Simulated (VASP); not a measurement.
Crystal: ZnF2.

```
CELL_PARAMETERS angstrom
4.70480 0.00000 0.00000
0.00000 4.70480 0.00000
0.00000 0.00000 3.13380
ATOMIC_POSITIONS crystal
Zn 0.00000 0.00000 0.00000
Zn 0.50000 0.50000 0.50000
F 0.30240 0.30240 0.00000
F 0.19760 0.80240 0.50000
F 0.69760 0.69760 0.00000
F 0.80240 0.19760 0.50000
```

Base run:

| Quantity | Value |
| --- | --- |
| Program | VASP 6.6.1 |
| Functional | PBE |
| Potentials or basis | VASP PAW PBE potentials, release 64 (Zn, F) |
| Cutoff | 600 eV |
| k mesh | 6 × 6 × 8 |
| Occupations | gaussian, width 0.01 eV |
| Spin | no spin polarisation |
| Hubbard terms | Zn d U = 4.0 eV |

Its results: band gap on the k mesh 4.30 eV (least direct gap 4.38 eV); pressure 1.3 GPa; largest force 0.051 eV/Å.

Question: The run is repeated on the same cell with these changes: hubbard terms from Zn d U = 4.0 eV to Zn d U = 2.0 eV. What comes out?

Answer: Band gap on the k mesh 3.96 eV; pressure 4.1 GPa; largest force 0.031 eV/Å.

Caveats: the cell stands under pressure (at least some runs).

A k mesh can miss the band edges.
